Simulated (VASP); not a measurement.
Input of a VASP 6.6.1 run:

Contents of POSCAR:

```
NiO
1.0
    0.0000000000      2.0931687937      2.0931687937
    2.0931687937      0.0000000000      2.0931687937
    2.0931687937      2.0931687937      0.0000000000
Ni O
1 1
Direct
    0.0000000000      0.0000000000      0.0000000000
    0.5000000000      0.5000000000      0.5000000000
```

The input INCAR.step1:

```
PREC     = Accurate       # precision mode
ENCUT    = 770            # plane-wave cutoff, eV
ISMEAR   = 0              # smearing method
SIGMA    = 0.1            # smearing width, eV
LREAL    = F              # projectors in reciprocal space
LASPH    = T              # aspherical terms in the spheres
NELM     = 200            # most SCF steps
ISPIN    = 2              # spin polarisation
MAGMOM   = 2 0            # initial moments
LMAXMIX  = 4              # l up to which the mixer works
NBANDS   = 23             # bands
GGA      = PE             # functional
ALGO     = Normal         # electronic algorithm
EDIFF    = 1E-5           # SCF threshold, eV
LWAVE    = T              # write WAVECAR
LCHARG   = F              # write CHGCAR
GGA_COMPAT= F
```

File INCAR.step2:

```
PREC     = Accurate       # precision mode
ENCUT    = 770            # plane-wave cutoff, eV
EDIFF    = 1E-6           # SCF threshold, eV
ISMEAR   = 0              # smearing method
SIGMA    = 0.1            # smearing width, eV
LREAL    = F              # projectors in reciprocal space
LASPH    = T              # aspherical terms in the spheres
NELM     = 200            # most SCF steps
ALGO     = Normal         # electronic algorithm
ISIF     = 2              # what is computed and relaxed
LWAVE    = F              # write WAVECAR
LCHARG   = F              # write CHGCAR
ISPIN    = 2              # spin polarisation
MAGMOM   = 2 0            # initial moments
LORBIT   = 11             # projections on sites
LMAXMIX  = 4              # l up to which the mixer works
METAGGA  = R2SCAN         # meta-GGA
LMIXTAU  = T            
NBANDS   = 23             # bands
ISTART   = 1            
GGA_COMPAT= F
```

KPOINTS

```
regular mesh
0
Gamma
  8 8 8
```

Potentials or basis: VASP PAW PBE potentials, release 64 (Ni_sv_GW, O).

Launch:

```console
$ cat potpaw_PBE.64/Ni_sv_GW/POTCAR potpaw_PBE.64/O/POTCAR > POTCAR
$ cp INCAR.step1 INCAR
$ mpirun -np 1 vasp_std > vasp.out
$ cp INCAR.step2 INCAR
$ mpirun -np 1 vasp_std > vasp.out
```

Problem. What does it give for the pressure?

Solution. -0.4 GPa.

Problem. Predict the band gap on the k mesh.

Solution. 0.84 eV (least direct gap 1.86 eV).

Caveat: the PAW data sets were made with another functional, which shifts forces and pressure a little; a cell with one magnetic atom can't hold antiferromagnetic order, which such compounds often take. A k mesh can miss the band edges.
